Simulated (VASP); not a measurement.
Set up this calculation in VASP 6.6.1, as the native input.

- Task: single point
- Functional: r2SCAN
- Potentials or basis: VASP PAW PBE potentials, release 64 (Cu)
- Cutoff: 520 eV
- k mesh: 28 × 28 × 28
- Occupations: gaussian, width 0.15 eV
- Spin: no spin polarisation
- Dipole correction: no
- Further INCAR settings: ALGO = Normal; EDIFF = 1e-06; NBANDS = 12

Cu:

```
Cu
1.0
     0.01341    1.78844    1.78844
     1.78844    0.01341    1.78844
     1.80185    1.80185    0.00000
Cu
1
Direct
  0.00000 0.00000 0.00000
```

This cell differs from its parent crystal: strain +0.0150 x Voigt [0, 0, 0, 0, 0, 1].

The input as run:

POSCAR

```
Cu
1.0
    0.0134132994      1.7884399149      1.7884399149
    1.7884399149      0.0134132994      1.7884399149
    1.8018532143      1.8018532143      0.0000000000
Cu
1
Direct
    0.0000000000      0.0000000000      0.0000000000
```

INCAR.step1

```
SYSTEM = Cu
  PREC = Accurate
  ENCUT = 520
  ISMEAR = 0
  SIGMA = 0.15
  LREAL = .False.
  LASPH = .True.
  NELM = 60
  NBANDS = 12
  GGA = PE
  ALGO = Normal
  EDIFF = 1E-4
  LWAVE = .True.
  LCHARG = .False.
```

INCAR.step2

```
SYSTEM = Cu
  PREC = Accurate
  ENCUT = 520
  EDIFF = 1E-6
  ISMEAR = 0
  SIGMA = 0.15
  LREAL = .False.
  LASPH = .True.
  NELM = 60
  ALGO = Normal
  ISIF = 2
  LWAVE = .False.
  LCHARG = .True.
  METAGGA = R2SCAN
  LMIXTAU = .True.
  LELF = .True.
  LVHAR = .True.
  NBANDS = 12
  ISTART = 1
```

KPOINTS

```
regular mesh
0
Gamma
  28 28 28
  0 0 0
```

Potentials or basis: VASP PAW PBE potentials, release 64 (Cu).

Launch:

```bash
$ cat potpaw_PBE.64/Cu/POTCAR > POTCAR
$ cp INCAR.step1 INCAR
$ mpirun -np 1 vasp_std > vasp.out
$ cp INCAR.step2 INCAR
$ mpirun -np 1 vasp_std > vasp.out
```

Results of the run:

* Pressure: 0.6 GPa
* Band gap on the k mesh: zero (an odd number of electrons rules out a gap without spin polarisation)

Caveat: the cell differs from its parent crystal (strain +0.0150 x Voigt [0, 0, 0, 0, 0, 1]); the PAW data sets were made with another functional, which shifts forces and pressure a little.

It took 46 min on 1 thread of Oxide Virtual Turin-like Processor (shared host), peak memory 0.46 GiB.
